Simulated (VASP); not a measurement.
Write the native input for VASP 6.6.1 that does the following.

```yaml
Task: single point
Functional: PBE
Potentials_or_basis: VASP PAW PBE potentials, release 64 (Ga_d, N)
Cutoff: 520 eV
k_mesh: 12 × 12 × 6
Occupations: gaussian, width 0.01 eV
Spin: no spin polarisation
Dipole_correction: no
Further_INCAR_settings: ALGO = Normal; EDIFF = 1e-06; NBANDS = 26
```

The structure of GaN lies in POSCAR:

```
GaN
1.0
    3.2184289170      0.0000000000      0.0000000000
   -1.6092144585      2.7872412024      0.0000000000
    0.0000000000      0.0000000000      5.2430304411
Ga N
2 2
Direct
    0.3333333333      0.6666666667     -0.0008683132
    0.6666666667      0.3333333333      0.4991316868
    0.3333333333      0.6666666667      0.3758683132
    0.6666666667      0.3333333333      0.8758683132
```

One way to write it, as run:

INCAR

```
SYSTEM = GaN
ALGO = Normal
EDIFF = 1E-6
ENCUT = 520
GGA = PE
ISIF = 2
ISMEAR = 0
LASPH = .TRUE.
LCHARG = .TRUE.
LELF = .TRUE.
LREAL = .FALSE.
LVHAR = .TRUE.
LWAVE = .FALSE.
NBANDS = 26
NELM = 100
PREC = Accurate
SIGMA = 0.01
```

KPOINTS

```
k-points
0
G
  12 12 6
  0 0 0
```

Potentials or basis: VASP PAW PBE potentials, release 64 (Ga_d, N).

Command:

```bash
$ cat potpaw_PBE.64/Ga_d/POTCAR potpaw_PBE.64/N/POTCAR > POTCAR
$ mpirun -np 1 vasp_std > vasp.out
```

It gave:

```
Pressure               : 0.1 GPa
Band gap on the k mesh : 1.72 eV
```

Run time: 87 s on 1 thread of Intel Xeon 8259CL, on a shared host, peak memory 0.21 GiB.
